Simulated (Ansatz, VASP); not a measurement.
**One calculation of KMgF3, two programs**

INCAR

```
PREC     = Accurate       # precision mode
ENCUT    = 520            # plane-wave cutoff, eV
EDIFF    = 1E-7           # SCF threshold, eV
ISMEAR   = -1             # smearing method
SIGMA    = 0.05           # smearing width, eV
LREAL    = False          # projectors in reciprocal space
LASPH    = True           # aspherical terms in the spheres
NELM     = 100            # most SCF steps
ALGO     = Normal         # electronic algorithm
ISIF     = 2              # what is computed and relaxed
LWAVE    = False          # write WAVECAR
LCHARG   = False          # write CHGCAR
GGA      = PE             # functional
NBANDS   = 24             # bands
```

The input KPOINTS:

```
regular mesh
0
Gamma
  6 6 6
```

File POSCAR:

```
KMgF3
1.0
    3.9859000000     -0.0797180000      0.0000000000
   -0.0797180000      3.9859000000      0.0000000000
    0.0000000000      0.0000000000      3.9859000000
K Mg F
1 1 3
Direct
    0.5000000000      0.5000000000      0.5000000000
    0.0000000000      0.0000000000      0.0000000000
    0.0000000000      0.0000000000      0.5000000000
    0.0000000000      0.5000000000      0.0000000000
    0.5000000000      0.0000000000      0.0000000000
```

File input.yaml:

```yaml
crystal:
  lattice:
    - [3.9859, -0.079718, 0.0]
    - [-0.079718, 3.9859, 0.0]
    - [0.0, 0.0, 3.9859]
  atoms:
    - { symbol: K, position: [0.5, 0.5, 0.5] }
    - { symbol: Mg, position: [0.0, 0.0, 0.0] }
    - { symbol: F, position: [0.0, 0.0, 0.5] }
    - { symbol: F, position: [0.0, 0.5, 0.0] }
    - { symbol: F, position: [0.5, 0.0, 0.0] }
hamiltonian:
  xc: pbe
  pseudopotentials: { kind: paw }
kpoints:
  mp_grid: { grid: [6, 6, 6] }
scf:
  occupations: { method: fermi_dirac, width: 0.05 }
output:
  forces: true
  stress: true
  eigenvalues: true
```

Alike in both runs: task single point; functional PBE; k mesh 6 × 6 × 6; occupations fermi-dirac, width 0.05 eV; no spin polarisation.

|  | VASP | Ansatz |
| --- | --- | --- |
| version | VASP 6.6.1 | Ansatz 0.2.0 |
| potentials or method | VASP PAW PBE potentials, release 64 (K_sv, Mg, F) | Ansatz PAW |
| plane-wave cutoff (eV) | 520 | 420 |
| valence electrons in the cell | 32 | 40 |

|  | VASP | Ansatz | Ansatz less VASP |
| --- | --- | --- | --- |
| gap on the k mesh at the Fermi level (eV) | 7.28 | 7.31 | +0.030 |
| least direct gap on the mesh (eV) | 7.53 | 7.56 | +0.028 |
| pressure (GPa) | 3.4 | 3.8 | +0.41 |
| traceless stress, the component that is largest in VASP (GPa) | 1.95 | 1.92 | -0.027 |

VASP's potentials hold 32 valence electrons a cell and Ansatz's 40, so a difference there can come from the potentials and not from the codes.
